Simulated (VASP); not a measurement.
A run of VASP 6.6.1 is set up as follows.

File INCAR:

```
SYSTEM = MnS
ALGO = Normal
EDIFF = 1E-6
ENCUT = 520
ISIF = 2
ISMEAR = -1
ISPIN = 2
LASPH = .TRUE.
LCHARG = .FALSE.
LDAU = .TRUE.
LDAUJ = 0 0
LDAUL = 2 -1
LDAUPRINT = 1
LDAUTYPE = 2
LDAUU = 2 0
LMAXMIX = 4
LORBIT = 11
LREAL = .FALSE.
LWAVE = .FALSE.
MAGMOM = 4 0
NBANDS = 20
NELM = 150
PREC = Accurate
SIGMA = 0.1
```

File KPOINTS:

```
k-points
0
G
  7 7 7
  0 0 0
```

File POSCAR:

```
MnS
1.0
    3.0990400000      0.0000000000      0.0000000000
    0.0000000000      3.0990400000      0.0000000000
    0.0000000000      0.0000000000      3.0990400000
Mn S
1 1
Direct
    0.5000000000      0.5000000000      0.5000000000
    0.0000000000      0.0000000000      0.0000000000
```

Potentials or basis: VASP PAW LDA potentials, release 64 (Mn_pv, S).

Launch:

```console
$ cat potpaw_LDA.64/Mn_pv/POTCAR potpaw_LDA.64/S/POTCAR > POTCAR
$ mpirun -np 1 vasp_std > vasp.out
```

Predict the net moment.

4.33 μB per cell.

Predict the site moments.

Mn +4.09; S +0.02 μB.

Eigenvalues of the final occupation matrices:
| site | spin | trace | eigenvalues |
| --- | --- | --- | --- |
| site 1 d | 1 | 4.54 | 0.90 0.90 0.91 0.91 0.91 |
| site 1 d | 2 | 0.49 | 0.09 0.09 0.09 0.11 0.11 |

Caveat: a cell with one magnetic atom can't hold antiferromagnetic order, which such compounds often take. The state reached can hang on the start; a lower one may exist.
